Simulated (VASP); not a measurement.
Re:

```
Re
1.0
     2.76639    0.00000    0.00000
    -1.38319    2.39576    0.00000
     0.00000    0.00000    8.93885
Re
4
Direct
  0.00000 0.00000 0.00000
  0.33333 0.66667 0.25000
  0.00000 0.00000 0.50000
  0.66667 0.33333 0.75000
```

* Program: VASP 6.6.1
* Task: relaxation of cell and atoms
* Functional: PBEsol
* Potentials or basis: VASP PAW PBE potentials, release 64 (Re)
* Cutoff: 600 eV
* k mesh: 18 × 18 × 6
* Occupations: gaussian, width 0.1 eV
* Spin: no spin polarisation

At the start: pressure -6.7 GPa; volume 14.81 Å³/atom.

Task: Where does the relaxation end?

Result: Over 6 steps the energy falls by 5.9 meV/atom and the volume is 14.55 Å³/atom (-1.7 %); space group P6_3/mmc (No. 194, to 0.1 Å) before and after.

The path:
```csv
step,energy change (eV),largest force (eV/Å),pressure (GPa),volume (Å³)
1,0.0000,0.0000,-6.71,59.24
2,0.3954,0.0000,34.77,54.08
3,-0.0232,0.0000,-0.23,58.24
4,-0.0233,0.0000,0.05,58.20
5,-0.0233,0.0000,-0.06,58.21
6,-0.0235,0.0000,-0.03,58.21
```

Final structure:
```
CELL_PARAMETERS angstrom
2.75277 0.00000 0.00000
-1.37639 2.38397 0.00000
0.00000 0.00000 8.86976
ATOMIC_POSITIONS crystal
Re 0.00000 0.00000 0.00000
Re 0.33333 0.66667 0.25000
Re 0.00000 0.00000 0.50000
Re 0.66667 0.33333 0.75000
```

Caveat: the highest band is partly filled, so the run has too few bands; the PAW data sets were made with another functional, which shifts forces and pressure a little.
